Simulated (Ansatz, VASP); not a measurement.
One calculation of Sb3S2, two programs

```xyz
5
Lattice="5.2031 0.0000 0.0000 0.0000 5.2031 0.0000 0.0000 0.0000 5.2031" Properties=species:S:1:pos:R:3 pbc="T T T"
Sb    2.6016    0.0000    0.0000
Sb    0.0000    2.6016    0.0000
Sb    0.0000    0.0000    2.6016
S     2.6016    2.6016    2.6016
S     0.0000    0.0000    0.0000
```

Alike in both runs: functional PBE; k mesh 8 × 8 × 8; occupations gaussian, width 0.1 eV; no spin polarisation.

Ansatz relaxed the structure, and its values are those at the end. VASP's run is a single point on that final structure, the one shown.

|  | VASP | Ansatz |
| --- | --- | --- |
| version | VASP 6.6.1 | Ansatz 0.2.0 |
| potentials or method | VASP PAW PBE potentials, release 64 (Sb, S), cutoff 520 eV | scalar-relativistic, plane waves, PAW |
| valence electrons in the cell | 27 | 57 |

|  | VASP | Ansatz | Ansatz less VASP |
| --- | --- | --- | --- |
| gap on the k mesh at the Fermi level (eV) | none | none | - |
| pressure (GPa) | -0.1 | 0.0 | +0.13 |

A gap of «none» marks a metal or a gap that the smearing closes. VASP's potentials hold 27 valence electrons a cell and Ansatz's 57, so a difference there can come from the potentials and not from the codes.

Spin-orbit coupling is off throughout.
